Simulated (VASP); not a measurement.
# PbF2 (Fm-3m) in VASP: further runs

PbF2 is run at these levels: BLYP+D4, LDA; tasks: relaxation of cell and atoms, single point.

All numbers are computed with VASP 6.6.1; they aren't measurements. Logs are shortened: lines on timing, memory, paths and dates and some standing lists are left out, and cuts for length are marked.

## 1. The cell of the first run

The structure is cubic, space group Fm-3m (No. 225). The conventional cell has a = 5.927 Å, b = 5.927 Å, c = 5.927 Å, α = 90.00°, β = 90.00°, γ = 90.00°. Pb (site symmetry m-3m) has 8 F at 2.57 Å within 3.4 Å. Within 3.4 Å of F (site symmetry -43m) lie 4 Pb at 2.57 Å and 6 F at 2.96 Å.

## 2. Relaxation of cell and atoms, BLYP+D4

INCAR reads:

```
SYSTEM = PbF2
PREC     = Accurate       ! precision mode
ENCUT    = 600            ! plane-wave cutoff, eV
EDIFF    = 1E-7           ! SCF threshold, eV
ISMEAR   = -1             ! smearing method
SIGMA    = 0.05           ! smearing width, eV
LREAL    = .False.        ! projectors in reciprocal space
LASPH    = .True.         ! aspherical terms in the spheres
NELM     = 120            ! most SCF steps
ALGO     = Normal         ! electronic algorithm
ISIF     = 3              ! what is computed and relaxed
LWAVE    = .False.        ! write WAVECAR
LCHARG   = .False.        ! write CHGCAR
GGA      = B5             ! functional
ALDAX    = 1.0          
AGGAX    = 1.0          
AGGAC    = 1.0          
ALDAC    = 0.0          
IVDW     = 13             ! dispersion correction
VDW_S6   = 1.0          
VDW_S8   = 2.34076671   
VDW_A1   = 0.44488865   
VDW_A2   = 4.0933009    
IBRION   = 2              ! ionic algorithm
NSW      = 60             ! ionic steps
EDIFFG   = -0.01          ! ionic threshold
GGA_COMPAT= .False.      
NELMIN   = 4
```

KPOINTS reads:

```
Automatic mesh
0
Gamma
  8 8 8
  0 0 0
```

POSCAR reads:

```
PbF2
1.0
    0.0000000000      2.9636600000      2.9636600000
    2.9636600000      0.0000000000      2.9636600000
    2.9636600000      2.9636600000      0.0000000000
Pb F
1 2
Direct
    0.0000000000      0.0000000000      0.0000000000
    0.7500000000      0.7500000000      0.7500000000
    0.2500000000      0.2500000000      0.2500000000
```

Potentials or basis: VASP PAW PBE potentials, release 64 (Pb_d, F).

Command:

```sh
cat potpaw_PBE.64/Pb_d/POTCAR potpaw_PBE.64/F/POTCAR > POTCAR
mpirun -np 1 vasp_std > vasp.out
```

OUTCAR:

```text
SYSTEM = PbF2
   PREC = Accurate
   ENCUT = 600
   EDIFF = 1E-7
   ISMEAR = -1
   LREAL = .False.
   LASPH = .True.
   NELM = 120
   ISIF = 3
   GGA = B5
   IVDW = 13
   IBRION = 2
   NSW = 60
   EDIFFG = -0.01
   NELMIN = 4

 ion  position               nearest neighbor table
   1  0.000  0.000  0.000-   2 2.57   2 2.57   2 2.57   3 2.57   3 2.57   3 2.57   3 2.57   2 2.57

   2  0.750  0.750  0.750-   1 2.57   1 2.57   1 2.57   1 2.57
   3  0.250  0.250  0.250-   1 2.57   1 2.57   1 2.57   1 2.57

  LATTYP: Found a face centered cubic cell.
 ALAT       =     5.9273200000

  Lattice vectors:

 A1 = (   0.0000000000,   2.9636600000,   2.9636600000)
 A2 = (   2.9636600000,   0.0000000000,   2.9636600000)
 A3 = (   2.9636600000,   2.9636600000,   0.0000000000)

Analysis of symmetry for initial positions (statically):
=====================================================================
 Subroutine PRICEL returns:
 Original cell was already a primitive cell.

 Routine SETGRP: Setting up the symmetry group for a
 face centered cubic supercell.

 Subroutine GETGRP returns: Found 48 space group operations
 (whereof 48 operations were pure point group operations)
 out of a pool of 48 trial point group operations.

The static configuration has the point symmetry O_h .

Analysis of symmetry for dynamics (positions and initial velocities):
=====================================================================
 Subroutine PRICEL returns:
 Original cell was already a primitive cell.

 Routine SETGRP: Setting up the symmetry group for a
 face centered cubic supercell.

 Subroutine GETGRP returns: Found 48 space group operations
 (whereof 48 operations were pure point group operations)
 out of a pool of 48 trial point group operations.

The dynamic configuration has the point symmetry O_h .

 Subroutine INISYM returns: Found 48 space group operations
 (whereof 48 operations are pure point group operations),
 and found     1 'primitive' translations

----------------------------------------------------------------------------------------

                                     Primitive cell

  volume of cell :      52.0613

  direct lattice vectors                    reciprocal lattice vectors
     0.000000000  2.963660000  2.963660000    -0.168710311  0.168710311  0.168710311
     2.963660000  0.000000000  2.963660000     0.168710311 -0.168710311  0.168710311
     2.963660000  2.963660000  0.000000000     0.168710311  0.168710311 -0.168710311

  length of vectors
     4.191248166  4.191248166  4.191248166     0.292214830  0.292214830  0.292214830

  position of ions in fractional coordinates (direct lattice)
     0.000000000  0.000000000  0.000000000
     0.750000000  0.750000000  0.750000000
     0.250000000  0.250000000  0.250000000

  ion indices of the primitive-cell ions
   primitive index   ion index
                 1           1
                 2           2
                 3           3

----------------------------------------------------------------------------------------

 KPOINTS: Automatic mesh

Automatic generation of k-mesh.
 Grid dimensions read from file:
 generate k-points for:    8    8    8

 Generating k-lattice:

  Cartesian coordinates                     Fractional coordinates (reciprocal lattice)
    -0.021088789  0.021088789  0.021088789     0.125000000  0.000000000  0.000000000
     0.021088789 -0.021088789  0.021088789     0.000000000  0.125000000  0.000000000
     0.021088789  0.021088789 -0.021088789     0.000000000  0.000000000  0.125000000

  Length of vectors
     0.036526854  0.036526854  0.036526854

  Shift w.r.t. Gamma in fractional coordinates (k-lattice)
     0.000000000  0.000000000  0.000000000

 Subroutine IBZKPT returns following result:
 ===========================================

 Found     29 irreducible k-points:

 Following reciprocal coordinates:
            Coordinates               Weight
  0.000000  0.000000  0.000000      1.000000
  0.125000  0.000000  0.000000      8.000000
  0.250000  0.000000  0.000000      8.000000
  0.375000  0.000000  0.000000      8.000000
  0.500000  0.000000  0.000000      4.000000
  0.125000  0.125000  0.000000      6.000000
[... 16 lines left out ...]
  0.500000  0.250000  0.125000     48.000000
 -0.375000  0.250000  0.125000     24.000000
 [... further k-points ...]
   k-points           NKPTS =     29   k-points in BZ     NKDIM =     29   number of bands    NBANDS=     18
   number of dos      NEDOS =    301   number of ions     NIONS =      3
   total plane-waves  NPLWV =  46656
   dimension x,y,z NGX =    36 NGY =   36 NGZ =   36
   dimension x,y,z NGXF=    72 NGYF=   72 NGZF=   72
   ions per type =               1   2
   NGX,Y,Z   is equivalent  to a cutoff of  14.28, 14.28, 14.28 a.u.
   NGXF,Y,Z  is equivalent  to a cutoff of  28.56, 28.56, 28.56 a.u.
 SYSTEM =  PbF2
   PREC   = accura    normal or accurate (medium, high low for compatibility)
   ISTART =      0    job   : 0-new  1-cont  2-samecut
   ICHARG =      2    charge: 1-file 2-atom 10-const
   ISPIN  =      1    spin polarized calculation?
   LNONCOLLINEAR =      F non collinear calculations
   LSORBIT =      F    spin-orbit coupling
   LASPH  =      T    aspherical Exc in radial PAW
   ENCUT  =  600.0 eV  44.10 Ry    6.64 a.u.   8.37  8.37  8.37*2*pi/ulx,y,z
   NELM   =    120;   NELMIN=  4; NELMDL= -5     # of ELM steps
   EDIFF  = 0.1E-06   stopping-criterion for ELM
   LREAL  =      F    real-space projection
   EDIFFG = -.1E-01   stopping-criterion for IOM
   NSW    =     60    number of steps for IOM
   IBRION =      2    ionic relax: 0-MD 1-quasi-New 2-CG
   NFREE  =      1    steps in history (QN), initial steepest desc. (CG)
   ISIF   =      3    stress and relaxation
   ISYM   =      2    0-nonsym 1-usesym 2-fastsym
   POTIM  = 0.5000    time-step for ionic-motion
   TEBEG  =    0.0;   TEEND  =   0.0 temperature during run
   PSTRESS=    0.0 pullay stress
   NELECT =      28.0000    total number of electrons
   NUPDOWN=      -1.0000    fix difference up-down
   EMIN   =  10.00;   EMAX   =-10.00  energy-range for DOS
   EFERMI =   0.00;   METHOD = LEGACY
   ISMEAR =    -1;   SIGMA  =   0.05  broadening in eV -4-tet -1-fermi 0-gaus
   EFERMI_NEDOS =   21; number of points for ismear=-14 and -15
   IALGO  =     38    algorithm
   IMIX   =      4    mixing-type and parameters
     AMIX     =   0.40;   BMIX     =  1.00
     AMIX_MAG =   1.60;   BMIX_MAG =  1.00
  volume/ion in A,a.u.               =      17.35       117.11
  Fermi-wavevector in a.u.,A,eV,Ry     =   1.331340  2.515869 24.115883  1.772467
  Thomas-Fermi vector in A             =   2.460359
   LORBIT       =      0    0 simple, 1 ext, 2 COOP (PROOUT), +10 PAW based schemes
   GGA     = B5    functional components
   LHFCALC =     F    Hartree Fock is set to
   AEXX    =    0.0000 exact exchange contribution
   IVDW    =    13    specifies the selected vdW correction
   LEPSILON=     F    determine dielectric tensor
   LRPA    =     F    only Hartree local field effects (RPA)
 conjugate gradient relaxation of ions
 non-spin polarized calculation
  energy-cutoff  :      600.00
  volume of cell :       52.06
 maximum number of plane-waves:      1807
 NGX is ok and might be reduce to    36
   NGX = 17   NGY = 17   NGZ = 17

--------------------------------------- Ionic step        1  -------------------------------------------

 number of electron      28.0000008 magnetization

 Free energy of the ion-electron system (eV)
  ---------------------------------------------------
  ext. energy  EPLUGINS =         0.00000000
  ---------------------------------------------------
  free energy    TOTEN  =       -13.81994797 eV

  energy without entropy =      -13.81994797  energy(sigma->0) =      -13.81994797

------------------------ aborting loop because EDIFF is reached ----------------------------------------

  DFT-D4 for vdW energy calculation

  Edisp (eV):   -1.01975

  FORCE on cell =-STRESS in cart. coord.  units (eV):
  Direction    XX          YY          ZZ          XY          YZ          ZX
  --------------------------------------------------------------------------------------
  -------------------------------------------------------------------------------------
  Total       2.72348     2.72348     2.72348     0.00000     0.00000    -0.00000
  in kB      83.81447    83.81447    83.81447     0.00000     0.00000    -0.00000
  external pressure =       83.81 kB  Pullay stress =        0.00 kB

 VOLUME and BASIS-vectors are now :
 -----------------------------------------------------------------------------
  energy-cutoff  :      600.00
  volume of cell :       52.06
      direct lattice vectors                 reciprocal lattice vectors
     0.000000000  2.963660000  2.963660000    -0.168710311  0.168710311  0.168710311
     2.963660000  0.000000000  2.963660000     0.168710311 -0.168710311  0.168710311
     2.963660000  2.963660000  0.000000000     0.168710311  0.168710311 -0.168710311
[... 165 lines left out ...]
 POSITION                                       TOTAL-FORCE (eV/Angst)
 -----------------------------------------------------------------------------------
      0.00000      0.00000      0.00000        -0.000000      0.000000      0.000000
      4.50485      4.50485      4.50485         0.000000      0.000000      0.000000
      1.50162      1.50162      1.50162        -0.000000     -0.000000     -0.000000
 -----------------------------------------------------------------------------------
    total drift:                                0.000000      0.000000      0.000000

  FREE ENERGIE OF THE ION-ELECTRON SYSTEM (eV)
  ---------------------------------------------------
  free  energy   TOTEN  =       -14.9199343985 eV

  energy  without entropy=      -14.9199343984  energy(sigma->0) =      -14.91993440

--------------------------------------- Ionic step        6  -------------------------------------------

 number of electron      27.9999996 magnetization

 Free energy of the ion-electron system (eV)
  ---------------------------------------------------
  ext. energy  EPLUGINS =         0.00000000
  ---------------------------------------------------
  free energy    TOTEN  =       -13.86631119 eV

  energy without entropy =      -13.86631119  energy(sigma->0) =      -13.86631119

 E-fermi :   2.7620     XC(G=0):  -8.9144

 val. band max:        1.6059634009   @ k =  -0.2500   0.5000   0.2500
 cond. band min:       6.0879824540   @ k =   0.5000   0.5000   0.0000
 fundamental gap:      4.4820190531
 Fermi energy:         2.7620360613

 k-point     1 :       0.0000    0.0000    0.0000
  band No.  band energies     occupation
      1     -19.0357      2.00000
      2     -18.4830      2.00000
      3     -12.6558      2.00000
      4     -12.6558      2.00000
      5     -12.6558      2.00000
      6     -12.6109      2.00000
[... 10 lines left out ...]
     17       8.3496      0.00000
     18      12.2607      0.00000
[... 463 lines left out ...]
 k-point    24 :      -0.3750    0.2500    0.1250
  band No.  band energies     occupation
      1     -18.7592      2.00000
      2     -18.7273      2.00000
      3     -12.6280      2.00000
      4     -12.6217      2.00000
      5     -12.5892      2.00000
      6     -12.5622      2.00000
[... 10 lines left out ...]
     17       9.2201      0.00000
     18      12.6477      0.00000

 [... further k-points ...]

------------------------ aborting loop because EDIFF is reached ----------------------------------------

  DFT-D4 for vdW energy calculation

  Edisp (eV):   -1.05377

  FORCE on cell =-STRESS in cart. coord.  units (eV):
  Direction    XX          YY          ZZ          XY          YZ          ZX
  --------------------------------------------------------------------------------------
  -------------------------------------------------------------------------------------
  Total      -0.02336    -0.02336    -0.02336     0.00000     0.00000     0.00000
  in kB      -0.68910    -0.68910    -0.68910     0.00000     0.00000     0.00000
  external pressure =       -0.69 kB  Pullay stress =        0.00 kB

 VOLUME and BASIS-vectors are now :
 -----------------------------------------------------------------------------
  energy-cutoff  :      600.00
  volume of cell :       54.32
      direct lattice vectors                 reciprocal lattice vectors
     0.000000000  3.005955860  3.005955860    -0.166336441  0.166336441  0.166336441
     3.005955860  0.000000000  3.005955860     0.166336441 -0.166336441  0.166336441
     3.005955860  3.005955860  0.000000000     0.166336441  0.166336441 -0.166336441

 POSITION                                       TOTAL-FORCE (eV/Angst)
 -----------------------------------------------------------------------------------
      0.00000      0.00000      0.00000         0.000000      0.000000     -0.000000
      4.50893      4.50893      4.50893        -0.000000     -0.000000     -0.000000
      1.50298      1.50298      1.50298         0.000000      0.000000      0.000000
 -----------------------------------------------------------------------------------
    total drift:                                0.000000      0.000000      0.000000

  FREE ENERGIE OF THE ION-ELECTRON SYSTEM (eV)
  ---------------------------------------------------
  free  energy   TOTEN  =       -14.9200817717 eV

  energy  without entropy=      -14.9200817716  energy(sigma->0) =      -14.92008177

 reached required accuracy - stopping structural energy minimisation
```

It took 6.8 min on 1 thread of AMD EPYC 7R43 (Zen 3), shared host; peak memory 0.19 GiB.

Results:

```
Free energy                           : -14.9201 eV
Relaxed volume                        : 18.11 Å³/atom
Relaxed cell                          : a = 4.251 Å, b = 4.251 Å, c = 4.251 Å, α = 60.00°, β = 60.00°, γ = 60.00°
Space group after relaxing (to 0.1 Å) : Fm-3m (No. 225)
Energy gained by relaxing             : 26.8 meV/atom
Ionic steps                           : 6
Pressure after relaxing               : -0.1 GPa
Band gap on the k mesh                : 4.48 eV (least direct gap 4.62 eV)
Dispersion energy per atom            : -0.351 eV
```

Step by step:
```csv
step,energy change (eV),largest force (eV/Å),pressure (GPa),volume (Å³)
1,0.0000,0.0000,8.38,52.06
2,-0.0045,0.0000,-4.63,59.21
3,-0.0747,0.0000,-1.72,55.24
4,-0.0794,0.0000,-0.84,54.67
5,-0.0802,0.0000,0.37,54.17
6,-0.0804,0.0000,-0.07,54.32
```

Final structure:
```
Pb F
1.0
     0.00000    3.00596    3.00596
     3.00596    0.00000    3.00596
     3.00596    3.00596    0.00000
Pb F
1 2
Direct
  0.00000 0.00000 0.00000
  0.75000 0.75000 0.75000
  0.25000 0.25000 0.25000
```

Levels at points of the mesh, in eV from the valence-band top:
| k point | band 12 | band 13 | band 14 | band 15 | band 16 | band 17 |
| --- | --- | --- | --- | --- | --- | --- |
| (0.00, 0.00, 0.00) | -1.73 | -1.73 | -1.73 | 6.74 | 6.74 | 6.74 |
| (0.50, 0.00, 0.00) | -1.89 | -1.89 | -0.01 | 5.08 | 7.55 | 7.55 |
| (0.50, 0.50, 0.00) | -1.34 | -1.33 | -0.14 | 4.48 | 7.76 | 7.76 |

Caveat: the PAW data sets were made with another functional, which shifts forces and pressure a little; spin-orbit coupling is left out, which moves the levels of the heavy elements.

## 3. Single point, LDA

INCAR reads:

```
ALGO = Normal
EDIFF = 1E-6
ENCUT = 600
GGA = CA
GGA_COMPAT = False
ISIF = 2
ISMEAR = 1
LASPH = True
LCHARG = False
LREAL = False
LWAVE = False
NBANDS = 21
NELM = 120
PREC = Accurate
SIGMA = 0.1
```

KPOINTS reads:

```
k-points
0
Gamma
  7 7 7
```

POSCAR is that of step 2.

Potentials or basis: VASP PAW LDA potentials, release 64 (Pb_d, F).

Command:

```sh
cat potpaw_LDA.64/Pb_d/POTCAR potpaw_LDA.64/F/POTCAR > POTCAR
mpirun -np 1 vasp_std > vasp.out
```

It took 45 s on 1 thread of Intel Xeon 8259CL, shared host; peak memory 0.18 GiB.

The run converged. Its results:

| Property | Result |
| --- | --- |
| Free energy | -15.9171 eV |
| Pressure | -4.6 GPa |
| Band gap on the k mesh | 4.26 eV (least direct gap 4.48 eV) |

Levels at points of the mesh, in eV from the valence-band top:
| k point | band 11 | band 12 | band 13 | band 14 | band 15 | band 16 | band 17 | band 18 |
| --- | --- | --- | --- | --- | --- | --- | --- | --- |
| (0.00, 0.00, 0.00) | -2.50 | -1.99 | -1.99 | -1.99 | 6.58 | 6.58 | 6.58 | 10.27 |

Caveat: the cell stands under tension; spin-orbit coupling is left out, which moves the levels of the heavy elements; an odd mesh through Γ misses points on the zone boundary, where band edges can lie.

(Continued in part 2 of 2.)
